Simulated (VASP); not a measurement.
Here is a VASP 6.6.1 calculation.

File INCAR:

```
SYSTEM = FeSi
PREC = Accurate
ENCUT = 600
EDIFF = 1E-6
ISMEAR = -1
SIGMA = 0.02
LREAL = .FALSE.
LASPH = .TRUE.
NELM = 80
ALGO = Normal
ISIF = 3
LWAVE = .FALSE.
LCHARG = .FALSE.
GGA = PS
IBRION = 2
NSW = 80
EDIFFG = -0.005
```

Contents of KPOINTS:

```
regular mesh
0
G
  6 6 6
  0 0 0
```

The input POSCAR:

```
FeSi
1.0
    4.4476624440      0.0000000000      0.0000000000
    0.0000000000      4.4476624440      0.0000000000
    0.0000000000      0.0000000000      4.4476624440
Fe Si
4 4
Direct
    0.8639842234      0.6360157766      0.3639842234
    0.6360157766      0.3639842234      0.8639842234
    0.3639842234      0.8639842234      0.6360157766
    0.1360157766      0.1360157766      0.1360157766
    0.1592730395      0.3407269605      0.6592730395
    0.3407269605      0.6592730395      0.1592730395
    0.6592730395      0.1592730395      0.3407269605
    0.8407269605      0.8407269605      0.8407269605
```

Potentials or basis: VASP PAW PBE potentials, release 64 (Fe, Si).

The run is started by

```bash
$ cat potpaw_PBE.64/Fe/POTCAR potpaw_PBE.64/Si/POTCAR > POTCAR
$ mpirun -np 1 vasp_std > vasp.out
```

Task: Estimate the band gap on the k mesh.

Result: 0.15 eV.

Task: Estimate the relaxed volume.

Result: 10.69 Å³/atom.

Task: Estimate the space group after relaxing (to 0.1 Å).

Result: P2_13 (No. 198).

Task: Estimate the relaxed cell.

Result: a = 4.406 Å, b = 4.406 Å, c = 4.406 Å, α = 90.00°, β = 90.00°, γ = 90.00°.

Forces in eV/Å, atoms in the order of the input:
```
Fe   0.002 -0.002  0.002
Fe  -0.002  0.002  0.002
Fe   0.002  0.002 -0.002
Fe  -0.002 -0.002 -0.002
Si  -0.002  0.002 -0.002
Si   0.002 -0.002 -0.002
Si  -0.002 -0.002  0.002
Si   0.002  0.002  0.002
```

Caveat: the PAW data sets were made with another functional, which shifts forces and pressure a little. A k mesh can miss the band edges.
